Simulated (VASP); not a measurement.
Runs of VASP 6.6.1 on Zr. The structure is that of space group P6_3/mmc (No. 194), or close to it. The cells are those of the table. 

```csv
spin,cell,k mesh,smearing,gap on the mesh (eV),pressure (GPa),moment (μB)
off,"a = 3.274, b = 3.274, c = 5.242 Å, angles 90.0, 90.0, 120.0°, 2 atoms",18 × 18 × 10,fermi-dirac 0.1 eV,none,(a),-
collinear,"a = 3.145, b = 3.145, c = 5.021 Å, angles 90.0, 90.0, 120.0°, 2 atoms",18 × 18 × 10,fermi-dirac 0.05 eV,none,9.0,0.00
off,"a = 3.316, b = 3.316, c = 5.309 Å, angles 90.0, 90.0, 120.0°, 2 atoms",18 × 18 × 10,fermi-dirac 0.1 eV,none,(b),-
"non-collinear, zero start, SOC","a = 3.232, b = 3.232, c = 5.174 Å, angles 90.0, 90.0, 120.0°, 2 atoms",11 × 11 × 6,fermi-dirac 0.1 eV,-,0.0,0.00
off,"a = 3.356, b = 3.356, c = 5.373 Å, angles 90.0, 90.0, 120.0°, 2 atoms",18 × 18 × 10,fermi-dirac 0.1 eV,none,-8.7,-
```

Alike in all rows: task single point; level PBE; potentials or basis VASP PAW PBE potentials, release 64 (Zr_sv); cutoff (eV) 520.

Problem. Estimate the missing entries.

Solution. (a) -3.4; (b) -6.3.

Caveats: the cell stands under tension (at least some runs); the cell stands under pressure (at least some runs).

A k mesh can miss the band edges, and rows without SOC leave out spin-orbit coupling on Zr.

A gap of «none» marks levels without a gap at the run's occupations.
